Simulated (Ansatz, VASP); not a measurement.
# MgS in VASP and in Ansatz

```xyz
2
Lattice="0.0000 2.6527 2.6527 2.6527 0.0000 2.6527 2.6527 2.6527 0.0000" Properties=species:S:1:pos:R:3 pbc="T T T"
Mg    0.0000    0.0000    0.0000
S     2.6527    2.6527    2.6527
```

Change from the starting cell: volume scaled by 1.06, crystal datasets.

Alike in both runs: task electric field gradients; functional LDA; k mesh 8 × 8 × 8; occupations fermi-dirac, width 0.01 eV; no spin polarisation.

|  | VASP | Ansatz |
| --- | --- | --- |
| version | VASP 6.6.1 | Ansatz 0.2.0 |
| potentials or method | VASP PAW LDA potentials, release 64 (Mg, S), cutoff 520 eV | all-electron PAW with datasets made for the crystal, scalar-relativistic |

```csv
,VASP,Ansatz,Ansatz less VASP
gap on the k mesh at the Fermi level (eV),2.43,2.44,+0.007
pressure (GPa),-7.4,-6.8,+0.54
```

LDA's correlation is that of Perdew and Zunger in VASP and of Perdew and Wang (1992) in Ansatz. Ansatz ran all-electron here, and VASP with PAW potentials.
